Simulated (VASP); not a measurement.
## Hf: single point with LDA

Crystal: Hf.

```xyz
1
Lattice="0.0000 2.1764 2.1764 2.1764 0.0000 2.1764 2.1764 2.1764 0.0000" Properties=species:S:1:pos:R:3 pbc="T T T"
Hf    0.0000    0.0000    0.0000
```

| Property | Result |
| --- | --- |
| Program | VASP 6.6.1 |
| Task | single point |
| Functional | LDA |
| Potentials or basis | VASP PAW LDA potentials, release 64 (Hf_pv) |
| Cutoff | 520 eV |
| k mesh | 8 × 8 × 8 |
| Occupations | fermi-dirac, width 0.05 eV |
| Spin | no spin polarisation |
| Dipole correction | no |
| Further INCAR settings | ALGO = Normal; EDIFF = 1e-06; NBANDS = 11 |

```json
{
 "Pressure": "0.0 GPa",
 "Band gap on the k mesh": "zero (band 5 reaches 6.57 eV, above the bottom of band 6 at 4.82 eV)"
}
```

Levels at points of the mesh, in eV from the Fermi level:
```tsv
k point	band 2	band 3	band 4	band 5	band 6	band 7	band 8	band 9
(0.00, 0.00, 0.00)	-29.56	-29.56	-7.42	1.35	1.35	1.35	4.41	4.41
(0.50, 0.00, 0.00)	-29.70	-29.70	-3.88	1.03	1.09	1.09	6.80	6.80
(0.50, 0.50, 0.00)	-29.95	-29.95	-3.62	-2.47	3.13	6.80	7.52	7.52
```

It used 7 s of CPU time on 1 thread of Intel Xeon 8259CL, with other jobs on the host.

Caveat: spin-orbit coupling is left out, which moves the levels of the heavy elements.
